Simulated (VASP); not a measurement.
# SiO2 (Pn-3m) in VASP: notebook

SiO2 is run at these levels: r2SCAN; tasks: single point.

Everything below comes from runs of VASP 6.6.1. Logs are shortened: lines on timing, memory, paths and dates and some standing lists are left out, and cuts for length are marked.

**1. The cell of the first run**

The structure is cubic, space group Pn-3m (No. 224). Conventional cell: a = 3.774 Å, b = 3.774 Å, c = 3.774 Å, α = 90.00°, β = 90.00°, γ = 90.00°. Within 2.2 Å of Si (site symmetry -43m) lie 4 O at 1.63 Å. Within 2.2 Å of O (site symmetry -3m) lie 2 Si at 1.63 Å.

**2. Single point, r2SCAN**

Input file POSCAR:

```
SiO2
1.0
    3.7741550288      0.0000000000      0.0000000000
    0.0000000000      3.7741550288      0.0000000000
    0.0000000000      0.0000000000      3.7741550288
Si O
2 4
Direct
    0.0000000000      0.0000000000      0.0000000000
    0.5000000000      0.5000000000      0.5000000000
    0.2500000000      0.2500000000      0.2500000000
    0.2500000000      0.7500000000      0.7500000000
    0.7500000000      0.7500000000      0.2500000000
    0.7500000000      0.2500000000      0.7500000000
```

Input file INCAR.step1:

```
PREC     = Accurate       # precision mode
ENCUT    = 520            # plane-wave cutoff, eV
ISMEAR   = 0              # smearing method
SIGMA    = 0.1            # smearing width, eV
LREAL    = False          # projectors in reciprocal space
LASPH    = True           # aspherical terms in the spheres
NELM     = 80             # most SCF steps
NBANDS   = 25             # bands
GGA      = PE             # functional
ALGO     = Normal         # electronic algorithm
EDIFF    = 1E-4           # SCF threshold, eV
LWAVE    = True           # write WAVECAR
LCHARG   = False          # write CHGCAR
```

Input file INCAR.step2:

```
PREC     = Accurate       # precision mode
ENCUT    = 520            # plane-wave cutoff, eV
EDIFF    = 1E-6           # SCF threshold, eV
ISMEAR   = 0              # smearing method
SIGMA    = 0.1            # smearing width, eV
LREAL    = False          # projectors in reciprocal space
LASPH    = True           # aspherical terms in the spheres
NELM     = 80             # most SCF steps
ALGO     = Normal         # electronic algorithm
ISIF     = 2              # what is computed and relaxed
LWAVE    = False          # write WAVECAR
LCHARG   = True           # write CHGCAR
METAGGA  = R2SCAN         # meta-GGA
LMIXTAU  = True         
LELF     = True           # ELF
LVHAR    = True         
NBANDS   = 25             # bands
ISTART   = 1
```

Input file KPOINTS:

```
regular mesh
0
Gamma
  4 4 4
```

Potentials or basis: VASP PAW PBE potentials, release 64 (Si, O).

Command:

```sh
cat potpaw_PBE.64/Si/POTCAR potpaw_PBE.64/O/POTCAR > POTCAR
cp INCAR.step1 INCAR
mpirun -np 1 vasp_std > vasp.out
cp INCAR.step2 INCAR
mpirun -np 1 vasp_std > vasp.out
```

OUTCAR:

```text
PREC = Accurate
   ENCUT = 520
   EDIFF = 1E-6
   ISMEAR = 0
   LREAL = False
   LASPH = True
   NELM = 80
   ISIF = 2
   METAGGA = R2SCAN
   ISTART = 1

 ion  position               nearest neighbor table
   1  0.000  0.000  0.000-   3 1.63   4 1.63   5 1.63   6 1.63
   2  0.500  0.500  0.500-   3 1.63   4 1.63   5 1.63   6 1.63
   3  0.250  0.250  0.250-   1 1.63   2 1.63
   4  0.250  0.750  0.750-   1 1.63   2 1.63
   5  0.750  0.750  0.250-   1 1.63   2 1.63
   6  0.750  0.250  0.750-   1 1.63   2 1.63

  LATTYP: Found a simple cubic cell.
 ALAT       =     3.7741550288

  Lattice vectors:

 A1 = (   3.7741550288,   0.0000000000,   0.0000000000)
 A2 = (   0.0000000000,   3.7741550288,   0.0000000000)
 A3 = (   0.0000000000,   0.0000000000,   3.7741550288)

Analysis of symmetry for initial positions (statically):
=====================================================================
 Subroutine PRICEL returns:
 Original cell was already a primitive cell.

 Routine SETGRP: Setting up the symmetry group for a
 simple cubic supercell.

 Subroutine GETGRP returns: Found 48 space group operations
 (whereof 24 operations were pure point group operations)
 out of a pool of 48 trial point group operations.

The static configuration has the point symmetry T_d .
 The point group associated with its full space group is O_h .

Analysis of symmetry for dynamics (positions and initial velocities):
=====================================================================
 Subroutine PRICEL returns:
 Original cell was already a primitive cell.

 Routine SETGRP: Setting up the symmetry group for a
 simple cubic supercell.

 Subroutine GETGRP returns: Found 48 space group operations
 (whereof 24 operations were pure point group operations)
 out of a pool of 48 trial point group operations.

The dynamic configuration has the point symmetry T_d .
 The point group associated with its full space group is O_h .

 Subroutine INISYM returns: Found 48 space group operations
 (whereof 24 operations are pure point group operations),
 and found     1 'primitive' translations

----------------------------------------------------------------------------------------

                                     Primitive cell

  volume of cell :      53.7600

  direct lattice vectors                    reciprocal lattice vectors
     3.774155029  0.000000000  0.000000000     0.264959969  0.000000000  0.000000000
     0.000000000  3.774155029  0.000000000     0.000000000  0.264959969  0.000000000
     0.000000000  0.000000000  3.774155029     0.000000000  0.000000000  0.264959969

  length of vectors
     3.774155029  3.774155029  3.774155029     0.264959969  0.264959969  0.264959969

  position of ions in fractional coordinates (direct lattice)
     0.000000000  0.000000000  0.000000000
     0.500000000  0.500000000  0.500000000
     0.250000000  0.250000000  0.250000000
     0.250000000  0.750000000  0.750000000
     0.750000000  0.750000000  0.250000000
     0.750000000  0.250000000  0.750000000

  ion indices of the primitive-cell ions
   primitive index   ion index
                 1           1
                 2           2
                 3           3
                 4           4
                 5           5
                 6           6

----------------------------------------------------------------------------------------

 KPOINTS: regular mesh

Automatic generation of k-mesh.
 Grid dimensions read from file:
 generate k-points for:    4    4    4

 Generating k-lattice:

  Cartesian coordinates                     Fractional coordinates (reciprocal lattice)
     0.066239992  0.000000000  0.000000000     0.250000000  0.000000000  0.000000000
     0.000000000  0.066239992  0.000000000     0.000000000  0.250000000  0.000000000
     0.000000000  0.000000000  0.066239992     0.000000000  0.000000000  0.250000000

  Length of vectors
     0.066239992  0.066239992  0.066239992

  Shift w.r.t. Gamma in fractional coordinates (k-lattice)
     0.000000000  0.000000000  0.000000000

 Subroutine IBZKPT returns following result:
 ===========================================

 Found     10 irreducible k-points:

 Following reciprocal coordinates:
            Coordinates               Weight
  0.000000  0.000000  0.000000      1.000000
  0.250000  0.000000  0.000000      6.000000
  0.500000  0.000000  0.000000      3.000000
  0.250000  0.250000  0.000000     12.000000
  0.500000  0.250000  0.000000     12.000000
  0.500000  0.500000  0.000000      3.000000
  0.250000  0.250000  0.250000      8.000000
  0.500000  0.250000  0.250000     12.000000
  0.500000  0.500000  0.250000      6.000000
  0.500000  0.500000  0.500000      1.000000
   k-points           NKPTS =     10   k-points in BZ     NKDIM =     10   number of bands    NBANDS=     25
   number of dos      NEDOS =    301   number of ions     NIONS =      6
   total plane-waves  NPLWV =  21952
   dimension x,y,z NGX =    28 NGY =   28 NGZ =   28
   dimension x,y,z NGXF=    56 NGYF=   56 NGZF=   56
   ions per type =               2   4
   NGX,Y,Z   is equivalent  to a cutoff of  12.33, 12.33, 12.33 a.u.
   NGXF,Y,Z  is equivalent  to a cutoff of  24.67, 24.67, 24.67 a.u.
 SYSTEM =  unknown system
   PREC   = accura    normal or accurate (medium, high low for compatibility)
   ISTART =      1    job   : 0-new  1-cont  2-samecut
   ICHARG =      0    charge: 1-file 2-atom 10-const
   ISPIN  =      1    spin polarized calculation?
   LNONCOLLINEAR =      F non collinear calculations
   LSORBIT =      F    spin-orbit coupling
   LASPH  =      T    aspherical Exc in radial PAW
   ENCUT  =  520.0 eV  38.22 Ry    6.18 a.u.   7.02  7.02  7.02*2*pi/ulx,y,z
   NELM   =     80;   NELMIN=  2; NELMDL=  0     # of ELM steps
   EDIFF  = 0.1E-05   stopping-criterion for ELM
   LREAL  =      F    real-space projection
   EDIFFG = 0.1E-04   stopping-criterion for IOM
   NSW    =      0    number of steps for IOM
   IBRION =     -1    ionic relax: 0-MD 1-quasi-New 2-CG
   NFREE  =      0    steps in history (QN), initial steepest desc. (CG)
   ISIF   =      2    stress and relaxation
   ISYM   =      2    0-nonsym 1-usesym 2-fastsym
   POTIM  = 0.5000    time-step for ionic-motion
   TEBEG  =    0.0;   TEEND  =   0.0 temperature during run
   PSTRESS=    0.0 pullay stress
   NELECT =      32.0000    total number of electrons
   NUPDOWN=      -1.0000    fix difference up-down
   EMIN   =  10.00;   EMAX   =-10.00  energy-range for DOS
   EFERMI =   0.00;   METHOD = LEGACY
   ISMEAR =     0;   SIGMA  =   0.10  broadening in eV -4-tet -1-fermi 0-gaus
   EFERMI_NEDOS =   21; number of points for ismear=-14 and -15
   IALGO  =     38    algorithm
   IMIX   =      4    mixing-type and parameters
     AMIX     =   0.40;   BMIX     =  1.00
     AMIX_MAG =   1.60;   BMIX_MAG =  1.00
  volume/ion in A,a.u.               =       8.96        60.47
  Fermi-wavevector in a.u.,A,eV,Ry     =   1.377120  2.602379 25.802894  1.896459
  Thomas-Fermi vector in A             =   2.502302
   LORBIT       =      0    0 simple, 1 ext, 2 COOP (PROOUT), +10 PAW based schemes
   METAGGA = R2SCAN    functional components
   LHFCALC =     F    Hartree Fock is set to
   AEXX    =    0.0000 exact exchange contribution
   IVDW    =     0    specifies the selected vdW correction
   LEPSILON=     F    determine dielectric tensor
   LRPA    =     F    only Hartree local field effects (RPA)
 non-spin polarized calculation
 Gauss-broadening in eV      SIGMA  =   0.10
  energy-cutoff  :      520.00
  volume of cell :       53.76
 maximum number of plane-waves:      1472
   NGX = 15   NGY = 15   NGZ = 15

 number of electron      31.9999970 magnetization

 Free energy of the ion-electron system (eV)
  ---------------------------------------------------
  ext. energy  EPLUGINS =         0.00000000
  ---------------------------------------------------
  free energy    TOTEN  =       -57.62108226 eV

  energy without entropy =      -57.62108226  energy(sigma->0) =      -57.62108226

 E-fermi :   5.5328     XC(G=0): -11.9888

 val. band max:        5.0796196925   @ k =   0.5000   0.5000   0.5000
 cond. band min:      10.8300144782   @ k =   0.0000   0.0000   0.0000
 fundamental gap:      5.7503947857
 Fermi energy:         5.5328185756

 k-point     1 :       0.0000    0.0000    0.0000
  band No.  band energies     occupation
      1     -16.4246      2.00000
      2     -13.4693      2.00000
      3     -13.4693      2.00000
      4     -13.4693      2.00000
      5      -5.2147      2.00000
      6      -0.8673      2.00000
[... 17 lines left out ...]
     24      21.5837      0.00000
     25      23.6513      0.00000

 k-point     2 :       0.2500    0.0000    0.0000
  band No.  band energies     occupation
      1     -16.0773      2.00000
      2     -14.0230      2.00000
      3     -13.4463      2.00000
      4     -13.4463      2.00000
      5      -4.6037      2.00000
      6      -1.6027      2.00000
[... 17 lines left out ...]
     24      20.5335      0.00000
     25      21.8207      0.00000

 k-point     3 :       0.5000    0.0000    0.0000
  band No.  band energies     occupation
      1     -15.1453      2.00000
      2     -15.1453      2.00000
      3     -13.4226      2.00000
      4     -13.4226      2.00000
      5      -3.1643      2.00000
      6      -3.1643      2.00000
[... 160 lines left out ...]
 k-point     9 :       0.5000    0.5000    0.2500
  band No.  band energies     occupation
      1     -14.6900      2.00000
      2     -14.1800      2.00000
      3     -14.0273      2.00000
      4     -14.0273      2.00000
      5      -5.1903      2.00000
      6      -2.3950      2.00000
[... 17 lines left out ...]
     24      18.7495      0.00000
     25      22.0451      0.00000

 k-point    10 :       0.5000    0.5000    0.5000
  band No.  band energies     occupation
      1     -14.7301      2.00000
      2     -13.9824      2.00000
      3     -13.9824      2.00000
      4     -13.9824      2.00000
      5      -5.9380      2.00000
      6      -2.3216      2.00000
[... 17 lines left out ...]
     24      18.7186      0.00000
     25      21.2178      0.00000

------------------------ aborting loop because EDIFF is reached ----------------------------------------

  FORCE on cell =-STRESS in cart. coord.  units (eV):
  Direction    XX          YY          ZZ          XY          YZ          ZX
  --------------------------------------------------------------------------------------
  -------------------------------------------------------------------------------------
  Total        0.0731481      0.0731481      0.0731481     -0.0000000     -0.0000000      0.0000000
  in kB        2.1799898      2.1799898      2.1799898     -0.0000000     -0.0000000      0.0000000
  external PRESSURE =       2.1799898 kB  Pullay stress =       0.0000000 kB

 VOLUME and BASIS-vectors are now :
 -----------------------------------------------------------------------------
  energy-cutoff  :      520.00
  volume of cell :       53.76
      direct lattice vectors                 reciprocal lattice vectors
     3.774155029  0.000000000  0.000000000     0.264959969  0.000000000  0.000000000
     0.000000000  3.774155029  0.000000000     0.000000000  0.264959969  0.000000000
     0.000000000  0.000000000  3.774155029     0.000000000  0.000000000  0.264959969

 POSITION                                       TOTAL-FORCE (eV/Angst)
 -----------------------------------------------------------------------------------
      0.00000      0.00000      0.00000        -0.000000      0.000000     -0.000000
      1.88708      1.88708      1.88708        -0.000000      0.000000     -0.000000
      0.94354      0.94354      0.94354         0.000000     -0.000000     -0.000000
      0.94354      2.83062      2.83062         0.000000      0.000000     -0.000000
      2.83062      2.83062      0.94354         0.000000     -0.000000      0.000000
      2.83062      0.94354      2.83062        -0.000000     -0.000000      0.000000
 -----------------------------------------------------------------------------------
    total drift:                                0.000000     -0.000000      0.000000

  FREE ENERGIE OF THE ION-ELECTRON SYSTEM (eV)
  ---------------------------------------------------
  free  energy   TOTEN  =       -57.6210822627 eV

  energy  without entropy=      -57.6210822627  energy(sigma->0) =      -57.62108226
```

Wall time 51 s (1 thread of Intel Xeon Platinum 8259CL at 2.50GHz (Skylake/Cascade Lake), shared host); peak memory 0.16 GiB.

Results:

| Quantity | Value |
| --- | --- |
| Free energy | -57.6211 eV |
| Pressure | 0.2 GPa |
| Band gap on the k mesh | 5.75 eV (least direct gap 6.34 eV) |

Levels at points of the mesh, in eV from the valence-band top:
```csv
k point,band 12,band 13,band 14,band 15,band 16,band 17,band 18,band 19,band 20,band 21
"(0.00, 0.00, 0.00)",-1.12,-1.12,-0.58,-0.58,-0.58,5.75,6.29,6.29,6.29,13.54
"(0.50, 0.00, 0.00)",-3.18,-1.46,-1.46,-1.07,-1.07,8.42,8.42,9.27,9.27,13.98
"(0.50, 0.50, 0.00)",-2.95,-1.13,-1.13,-0.42,-0.42,10.63,10.63,11.12,11.12,11.34
"(0.50, 0.50, 0.50)",-0.72,-0.72,0.00,0.00,0.00,7.84,10.77,10.77,10.77,13.47
```

Caveat: the PAW data sets were made with another functional, which shifts forces and pressure a little.

(Part 1 of 2 ends here.)
